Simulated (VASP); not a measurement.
# O in VASP: a series of runs

Runs on O. Level: PBE+D3(BJ). Tasks: single point.

All numbers are computed with VASP 6.6.1; they aren't measurements. Logs are shortened: lines on timing, memory, paths and dates and some standing lists are left out, and cuts for length are marked.

## Step 1: The cell of the first run

The cell holds a disordered packing, 12 atoms: a = 7.157 Å, b = 7.157 Å, c = 7.157 Å, α = 90.00°, β = 90.00°, γ = 90.00°.

## Step 2: Single point, PBE+D3(BJ), collinear spin, ferromagnetic start

Input file INCAR:

```
ALGO = Normal
EDIFF = 1E-6
ENCUT = 1000
GGA = PE
GGA_COMPAT = F
ISIF = 2
ISMEAR = -1
ISPIN = 2
IVDW = 12
LASPH = T
LCHARG = F
LORBIT = 11
LREAL = F
LWAVE = F
MAGMOM = 0.56 0.56 0.56 0.56 0.56 0.56 0.56 0.56 0.56 0.56 0.56 0.56
NBANDS = 52
NELM = 200
PREC = Accurate
SIGMA = 0.05
```

Input file KPOINTS:

```
k-points
0
Gamma
  1 1 1
```

Input file POSCAR:

```
O
1.0
    7.1569970000      0.0000000000      0.0000000000
    0.0000000000      7.1569970000      0.0000000000
    0.0000000000      0.0000000000      7.1569970000
O
12
Direct
    0.1760934090      0.1156630358      0.8353084401
    0.0735364288      0.1799637474      0.7132321000
    0.6403942883      0.9091802050      0.2471986505
    0.7268551321      0.7749199839      0.1956826306
    0.4680035495      0.7803133074      0.6681293844
    0.3623726543      0.6995950955      0.5553865679
    0.1676541153      0.1438731915      0.1656560706
    0.0196031939      0.2430628377      0.1676820599
    0.5695265766      0.3460110435      0.7379631429
    0.6421268585      0.3992736060      0.8902057665
    0.9527739078      0.6123937176      0.6639935716
    0.8916309452      0.5254298695      0.5363282952
```

Potentials or basis: VASP PAW PBE potentials, release 64 (O_h).

Run with:

```console
> cat potpaw_PBE.64/O_h/POTCAR > POTCAR
> mpirun -np 1 vasp_gam > vasp.out
```

OUTCAR:

```text
EDIFF = 1E-6
   ENCUT = 1000
   GGA = PE
   ISIF = 2
   ISMEAR = -1
   ISPIN = 2
   IVDW = 12
   LASPH = T
   LORBIT = 11
   LREAL = F
   NELM = 200
   PREC = Accurate
 IVDW          = 12

 ion  position               nearest neighbor table
   1  0.176  0.116  0.835-   2 1.23
   2  0.074  0.180  0.713-   1 1.23
   3  0.640  0.909  0.247-   4 1.20
   4  0.727  0.775  0.196-   3 1.20
   5  0.468  0.780  0.668-   6 1.25
   6  0.362  0.700  0.555-   5 1.25
   7  0.168  0.144  0.166-   8 1.28
   8  0.020  0.243  0.168-   7 1.28
   9  0.570  0.346  0.738-  10 1.27
  10  0.642  0.399  0.890-   9 1.27
  11  0.953  0.612  0.664-  12 1.19
  12  0.892  0.525  0.536-  11 1.19

  LATTYP: Found a simple cubic cell.
 ALAT       =     7.1569970000

  Lattice vectors:

 A1 = (   7.1569970000,   0.0000000000,   0.0000000000)
 A2 = (   0.0000000000,   7.1569970000,   0.0000000000)
 A3 = (   0.0000000000,   0.0000000000,   7.1569970000)

Analysis of symmetry for initial positions (statically):
=====================================================================
 Subroutine PRICEL returns:
 Original cell was already a primitive cell.

 Routine SETGRP: Setting up the symmetry group for a
 simple cubic supercell.

 Subroutine GETGRP returns: Found  1 space group operations
 (whereof  1 operations were pure point group operations)
 out of a pool of 48 trial point group operations.

The static configuration has the point symmetry C_1 .

Analysis of symmetry for dynamics (positions and initial velocities):
=====================================================================
 Subroutine PRICEL returns:
 Original cell was already a primitive cell.

 Routine SETGRP: Setting up the symmetry group for a
 simple cubic supercell.

 Subroutine GETGRP returns: Found  1 space group operations
 (whereof  1 operations were pure point group operations)
 out of a pool of 48 trial point group operations.

The dynamic configuration has the point symmetry C_1 .

Analysis of structural, dynamic, and magnetic symmetry:
=====================================================================
 Subroutine PRICEL returns:
 Original cell was already a primitive cell.

 Routine SETGRP: Setting up the symmetry group for a
 simple cubic supercell.

 Subroutine GETGRP returns: Found  1 space group operations
 (whereof  1 operations were pure point group operations)
 out of a pool of 48 trial point group operations.

The overall configuration has the point symmetry C_1 .

 Subroutine INISYM returns: Found  1 space group operations
 (whereof  1 operations are pure point group operations),
 and found     1 'primitive' translations

----------------------------------------------------------------------------------------

                                     Primitive cell

  volume of cell :     366.6000

  direct lattice vectors                    reciprocal lattice vectors
     7.156997000  0.000000000  0.000000000     0.139723406  0.000000000  0.000000000
     0.000000000  7.156997000  0.000000000     0.000000000  0.139723406  0.000000000
     0.000000000  0.000000000  7.156997000     0.000000000  0.000000000  0.139723406

  length of vectors
     7.156997000  7.156997000  7.156997000     0.139723406  0.139723406  0.139723406

  position of ions in fractional coordinates (direct lattice)
     0.176093409  0.115663036  0.835308440
     0.073536429  0.179963747  0.713232100
     0.640394288  0.909180205  0.247198651
     0.726855132  0.774919984  0.195682631
     0.468003549  0.780313307  0.668129384
     0.362372654  0.699595096  0.555386568
     0.167654115  0.143873191  0.165656071
     0.019603194  0.243062838  0.167682060
     0.569526577  0.346011043  0.737963143
     0.642126858  0.399273606  0.890205767
     0.952773908  0.612393718  0.663993572
     0.891630945  0.525429870  0.536328295

  ion indices of the primitive-cell ions
   primitive index   ion index
                 1           1
                 2           2
                 3           3
                 4           4
                 5           5
                 6           6
                 7           7
                 8           8
                 9           9
                10          10
                11          11
                12          12

----------------------------------------------------------------------------------------

 KPOINTS: k-points

Automatic generation of k-mesh.
 Grid dimensions read from file:
 generate k-points for:    1    1    1

 Generating k-lattice:

  Cartesian coordinates                     Fractional coordinates (reciprocal lattice)
     0.139723406  0.000000000  0.000000000     1.000000000  0.000000000  0.000000000
     0.000000000  0.139723406  0.000000000     0.000000000  1.000000000  0.000000000
     0.000000000  0.000000000  0.139723406     0.000000000  0.000000000  1.000000000

  Length of vectors
     0.139723406  0.139723406  0.139723406

  Shift w.r.t. Gamma in fractional coordinates (k-lattice)
     0.000000000  0.000000000  0.000000000

 Subroutine IBZKPT returns following result:
 ===========================================

 Found      1 irreducible k-points:

 Following reciprocal coordinates:
            Coordinates               Weight
  0.000000  0.000000  0.000000      1.000000
   k-points           NKPTS =      1   k-points in BZ     NKDIM =      1   number of bands    NBANDS=     52
   number of dos      NEDOS =    301   number of ions     NIONS =     12
   total plane-waves  NPLWV = 512000
   dimension x,y,z NGX =    80 NGY =   80 NGZ =   80
   dimension x,y,z NGXF=   160 NGYF=  160 NGZF=  160
   ions per type =              12
   NGX,Y,Z   is equivalent  to a cutoff of  18.58, 18.58, 18.58 a.u.
   NGXF,Y,Z  is equivalent  to a cutoff of  37.17, 37.17, 37.17 a.u.
 SYSTEM =  unknown system
   PREC   = accura    normal or accurate (medium, high low for compatibility)
   ISTART =      0    job   : 0-new  1-cont  2-samecut
   ICHARG =      2    charge: 1-file 2-atom 10-const
   ISPIN  =      2    spin polarized calculation?
   LNONCOLLINEAR =      F non collinear calculations
   LSORBIT =      F    spin-orbit coupling
   LASPH  =      T    aspherical Exc in radial PAW
   ENCUT  = 1000.0 eV  73.50 Ry    8.57 a.u.  18.45 18.45 18.45*2*pi/ulx,y,z
   NELM   =    200;   NELMIN=  2; NELMDL= -5     # of ELM steps
   EDIFF  = 0.1E-05   stopping-criterion for ELM
   LREAL  =      F    real-space projection
   EDIFFG = 0.1E-04   stopping-criterion for IOM
   NSW    =      0    number of steps for IOM
   IBRION =     -1    ionic relax: 0-MD 1-quasi-New 2-CG
   NFREE  =      0    steps in history (QN), initial steepest desc. (CG)
   ISIF   =      2    stress and relaxation
   ISYM   =      2    0-nonsym 1-usesym 2-fastsym
   POTIM  = 0.5000    time-step for ionic-motion
   TEBEG  =    0.0;   TEEND  =   0.0 temperature during run
   PSTRESS=    0.0 pullay stress
   NELECT =      72.0000    total number of electrons
   NUPDOWN=      -1.0000    fix difference up-down
   EMIN   =  10.00;   EMAX   =-10.00  energy-range for DOS
   EFERMI =   0.00;   METHOD = LEGACY
   ISMEAR =    -1;   SIGMA  =   0.05  broadening in eV -4-tet -1-fermi 0-gaus
   EFERMI_NEDOS =   21; number of points for ismear=-14 and -15
   IALGO  =     38    algorithm
   IMIX   =      4    mixing-type and parameters
     AMIX     =   0.40;   BMIX     =  1.00
     AMIX_MAG =   1.60;   BMIX_MAG =  1.00
  volume/ion in A,a.u.               =      30.55       206.16
  Fermi-wavevector in a.u.,A,eV,Ry     =   0.951601  1.798265 12.320677  0.905544
  Thomas-Fermi vector in A             =   2.080086
   LORBIT       =     11    0 simple, 1 ext, 2 COOP (PROOUT), +10 PAW based schemes
   GGA     = PE    functional components
   LHFCALC =     F    Hartree Fock is set to
   AEXX    =    0.0000 exact exchange contribution
   IVDW    =    12    specifies the selected vdW correction
   LEPSILON=     F    determine dielectric tensor
   LRPA    =     F    only Hartree local field effects (RPA)
 spin polarized calculation
  energy-cutoff  :     1000.00
  volume of cell :      366.60
 maximum number of plane-waves:     13097
 NGX is ok and might be reduce to    80
   NGX = 37   NGY = 37   NGZ = 37

 number of electron      72.0000001 magnetization       9.9695085

 number of electron      72.0000001 magnetization      12.0000965

 Free energy of the ion-electron system (eV)
  ---------------------------------------------------
  ext. energy  EPLUGINS =         0.00000000
  ---------------------------------------------------
  free energy    TOTEN  =       -59.90236667 eV

  energy without entropy =      -59.90236447  energy(sigma->0) =      -59.90236557

 E-fermi :  -3.2381     XC(G=0):  -5.2189

 val. band max:       -3.9325133475   @ k =   0.0000   0.0000   0.0000
 cond. band min:      -2.5561750120   @ k =   0.0000   0.0000   0.0000
 fundamental gap:      1.3763383354
 Fermi energy:        -3.2380823307

 spin component 1

 k-point     1 :       0.0000    0.0000    0.0000
  band No.  band energies     occupation
      1     -30.7182      1.00000
      2     -30.4815      1.00000
      3     -29.8681      1.00000
      4     -29.5637      1.00000
      5     -29.1869      1.00000
      6     -28.9801      1.00000
[... 40 lines left out ...]
     47       3.8876      0.00000
     48       4.1775      0.00000
 Fermi energy:        -3.2380823307

 spin component 2

 k-point     1 :       0.0000    0.0000    0.0000
  band No.  band energies     occupation
      1     -29.5564      1.00000
      2     -29.3092      1.00000
      3     -28.6690      1.00000
      4     -28.3522      1.00000
      5     -27.9604      1.00000
      6     -27.7443      1.00000
[... 40 lines left out ...]
     47       4.2726      0.00000
     48       4.6614      0.00000
 [bands above 48 left out]

------------------------ aborting loop because EDIFF is reached ----------------------------------------

 Edisp (eV)   -0.28088

 E8    (eV) :    -0.0642

  FORCE on cell =-STRESS in cart. coord.  units (eV):
  Direction    XX          YY          ZZ          XY          YZ          ZX
  --------------------------------------------------------------------------------------
  -------------------------------------------------------------------------------------
  Total      -3.89521    -0.52585    -0.44823     0.98158     0.06656    -2.15559
  in kB     -17.02352    -2.29817    -1.95891     4.28989     0.29091    -9.42072
  external pressure =       -7.09 kB  Pullay stress =        0.00 kB

 VOLUME and BASIS-vectors are now :
 -----------------------------------------------------------------------------
  energy-cutoff  :     1000.00
  volume of cell :      366.60
      direct lattice vectors                 reciprocal lattice vectors
     7.156997000  0.000000000  0.000000000     0.139723406  0.000000000  0.000000000
     0.000000000  7.156997000  0.000000000     0.000000000  0.139723406  0.000000000
     0.000000000  0.000000000  7.156997000     0.000000000  0.000000000  0.139723406

 POSITION                                       TOTAL-FORCE (eV/Angst)
 -----------------------------------------------------------------------------------
      1.26030      0.82780      5.97830        -0.455235      0.228259     -1.212752
      0.52630      1.28800      5.10460         0.482155     -0.332978      0.411573
      4.58330      6.50700      1.76920        -0.705920      1.102462      0.410616
      5.20210      5.54610      1.40050         0.706178     -1.083740     -0.440845
      3.34950      5.58470      4.78180        -1.125234     -0.850011     -1.204359
      2.59350      5.00700      3.97490         1.138249      0.885524      1.185879
      1.19990      1.02970      1.18560        -2.745298      1.885047      0.790333
      0.14030      1.73960      1.20010         2.723654     -1.823212      0.026164
      4.07610      2.47640      5.28160         1.115040      0.794995      2.484423
      4.59570      2.85760      6.37120        -1.184373     -0.889809     -2.402350
      6.81900      4.38290      4.75220         0.857162      1.261892      1.778559
      6.38140      3.76050      3.83850        -0.806377     -1.178428     -1.827241
 -----------------------------------------------------------------------------------
    total drift:                                0.000267      0.001380      0.000406

  FREE ENERGIE OF THE ION-ELECTRON SYSTEM (eV)
  ---------------------------------------------------
  free  energy   TOTEN  =       -60.1832476086 eV

  energy  without entropy=      -60.1832454027  energy(sigma->0) =      -60.18324651

 total charge

# of ion       s       p       d       tot
------------------------------------------
    1        1.093   2.210   0.000   3.303
    2        1.090   2.210   0.000   3.300
    3        1.088   2.233   0.000   3.320
    4        1.088   2.232   0.000   3.320
    5        1.093   2.195   0.000   3.288
    6        1.093   2.195   0.000   3.288
    7        1.097   2.177   0.000   3.274
    8        1.096   2.177   0.000   3.272
    9        1.095   2.183   0.000   3.278
   10        1.095   2.182   0.000   3.277
   11        1.086   2.244   0.000   3.330
   12        1.087   2.243   0.000   3.330
--------------------------------------------------
tot         13.100  26.480   0.000  39.580

 magnetization (x)

# of ion       s       p       d       tot
------------------------------------------
    1        0.015   0.612   0.000   0.626
    2        0.013   0.603   0.000   0.617
    3        0.013   0.605   0.000   0.619
    4        0.014   0.607   0.000   0.620
    5        0.013   0.607   0.000   0.621
    6        0.014   0.609   0.000   0.623
    7        0.014   0.617   0.000   0.631
    8        0.013   0.603   0.000   0.616
    9        0.014   0.609   0.000   0.623
   10        0.014   0.609   0.000   0.622
   11        0.014   0.604   0.000   0.618
   12        0.014   0.606   0.000   0.620
--------------------------------------------------
tot          0.164   7.292   0.000   7.456
```

Wall time 2.2 min (1 thread of Intel Xeon Platinum 8488C (Sapphire Rapids), shared host); peak memory 1.2 GiB.

Results:

```
Free energy                                           : -60.1832 eV
Pressure                                              : -0.7 GPa
Largest force                                         : 3.423 eV/Å
Net moment                                            : 12.00 μB per cell
Site moments                                          : O +0.63, +0.62 (each value once) μB
Valence electrons inside the program's atomic spheres : O 3.30, 3.32, 3.29, 3.27, 3.28, 3.33 (each value once)
Dispersion energy per atom                            : -0.023 eV
```

Forces on the atoms (eV/Å):
```
O   -0.455  0.228 -1.213
O    0.482 -0.333  0.412
O   -0.706  1.102  0.411
O    0.706 -1.084 -0.441
O   -1.125 -0.850 -1.204
O    1.138  0.886  1.186
O   -2.745  1.885  0.790
O    2.724 -1.823  0.026
O    1.115  0.795  2.484
O   -1.184 -0.890 -2.402
O    0.857  1.262  1.779
O   -0.806 -1.178 -1.827
```

Caveat: the k points lie up to 0.88 Å⁻¹ apart, too coarse for converged energies, forces and pressures.

## Step 3: Single point, PBE+D3(BJ), collinear spin, ferromagnetic start

Input file INCAR:

```
SYSTEM = O
PREC = Accurate
ENCUT = 1000
EDIFF = 1E-6
ISMEAR = -1
SIGMA = 0.05
LREAL = .FALSE.
LASPH = .TRUE.
NELM = 200
ALGO = Normal
ISIF = 2
LWAVE = .FALSE.
LCHARG = .FALSE.
ISPIN = 2
MAGMOM = 0.56 0.56 0.56 0.56 0.56 0.56 0.56 0.56 0.56 0.56 0.56 0.56
LORBIT = 11
GGA = PE
IVDW = 12
NBANDS = 52
GGA_COMPAT = .FALSE.
```

Input file KPOINTS:

```
Automatic mesh
0
G
  1 1 1
  0 0 0
```

Input file POSCAR:

```
O
1.0
    7.1569970000      0.0000000000      0.0000000000
    0.0000000000      7.1569970000      0.0000000000
    0.0000000000      0.0000000000      7.1569970000
O
12
Direct
    0.1153137273      0.0534442029      0.6974014381
    0.0070560320     -0.0851614162      0.7284759236
    0.3205674112      0.7963256097      0.2171162011
    0.3792652142      0.9016071964      0.0893670907
    0.3434121881      0.8336876486      0.6415120755
    0.4364540044      0.7223979555      0.7257373449
   -0.0495319475      0.2122398542      0.3162779026
   -0.0297331409      0.1563365194      0.1545480598
    0.6733829845      0.2093615521      0.7059664829
    0.5909601471      0.2068605031      0.8570354298
    0.8066511695      0.5694846596      0.5810258129
    0.7929722480      0.6953894210      0.4654186665
```

Potentials or basis: VASP PAW PBE potentials, release 64 (O_h).

Run with:

```console
> cat potpaw_PBE.64/O_h/POTCAR > POTCAR
> mpirun -np 1 vasp_gam > vasp.out
```

It took 2.3 min on 1 thread of Intel Xeon Platinum 8488C (Sapphire Rapids), shared host; peak memory 1.2 GiB.

Results (log left out):

* Free energy: -60.1353 eV
* Pressure: -0.8 GPa
* Largest force: 3.565 eV/Å
* Net moment: 12.00 μB per cell
* Site moments: O +0.63, +0.62 (each value once) μB
* Valence electrons inside the program's atomic spheres: O 3.27, 3.28, 3.33, 3.32, 3.30 (each value once)
* Dispersion energy per atom: -0.025 eV

Forces on the atoms (eV/Å):
```
O   -2.757 -2.133  0.748
O    1.905  2.859 -0.446
O    0.787  1.420 -1.747
O   -0.811 -1.389  1.794
O    0.064  0.386 -0.911
O    0.842 -1.085  0.681
O    0.098 -0.298 -0.889
O   -0.105  0.292  0.868
O   -0.450 -0.065  0.784
O    0.409  0.021 -0.766
O    0.004  0.473 -0.450
O    0.014 -0.481  0.335
```

Stress tensor (GPa, compression positive):
```
 0.04 -1.94  0.78
-1.94 -1.04  0.75
 0.78  0.75 -1.35
```

Levels at points of the mesh, in eV from the Fermi level:
Spin up:
| k point | band 38 | band 39 | band 40 | band 41 | band 42 | band 43 | band 44 | band 45 | band 46 | band 47 |
| --- | --- | --- | --- | --- | --- | --- | --- | --- | --- | --- |
| (0.00, 0.00, 0.00) | -1.10 | -1.09 | -0.97 | -0.82 | -0.66 | 4.80 | 6.37 | 6.68 | 6.76 | 7.23 |
Spin down:
| k point | band 28 | band 29 | band 30 | band 31 | band 32 | band 33 |
| --- | --- | --- | --- | --- | --- | --- |
| (0.00, 0.00, 0.00) | -5.33 | -5.12 | -4.72 | 0.66 | 0.77 | 0.90 |

Caveat: the k points lie up to 0.88 Å⁻¹ apart, too coarse for converged energies, forces and pressures.
